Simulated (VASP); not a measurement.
KCl:

```
CELL_PARAMETERS angstrom
0.00000 3.40000 3.40000
3.40000 0.00000 3.40000
3.40000 3.40000 0.00000
ATOMIC_POSITIONS crystal
K 0.00000 0.00000 0.00000
Cl 0.50000 0.50000 0.50000
```

| Property | Result |
| --- | --- |
| Program | VASP 6.6.1 |
| Task | relaxation of cell and atoms |
| Functional | r2SCAN |
| Potentials or basis | VASP PAW PBE potentials, release 64 (K_sv, Cl) |
| Cutoff | 600 eV |
| k mesh | 5 × 5 × 5 |
| Occupations | fermi-dirac, width 0.02 eV |
| Spin | no spin polarisation |

At the start: pressure -2.5 GPa; volume 39.30 Å³/atom.

Question: How do energy, volume and symmetry change on relaxing?

Answer: Over 4 steps the energy falls by 79.9 meV/atom and the volume is 31.00 Å³/atom (-21.1 %); space group Fm-3m (No. 225, to 0.1 Å) before and after.

The path:
```
step  energy change (eV)  largest force (eV/Å)  pressure (GPa)  volume (Å³)
   1              0.0000                0.0000           -2.51        78.61
   2             -0.0954                0.0000           -1.92        71.80
   3             -0.1584                0.0000           -0.39        63.68
   4             -0.1599                0.0000            0.12        62.00
```

Final structure:
```
K Cl
1.0
     0.00000    3.14140    3.14140
     3.14140    0.00000    3.14140
     3.14140    3.14140    0.00000
K Cl
1 1
Direct
  0.00000 0.00000 0.00000
  0.50000 0.50000 0.50000
```

Caveat: the volume moved by over 15 % at a fixed basis, so the end points are rough; the PAW data sets were made with another functional, which shifts forces and pressure a little.
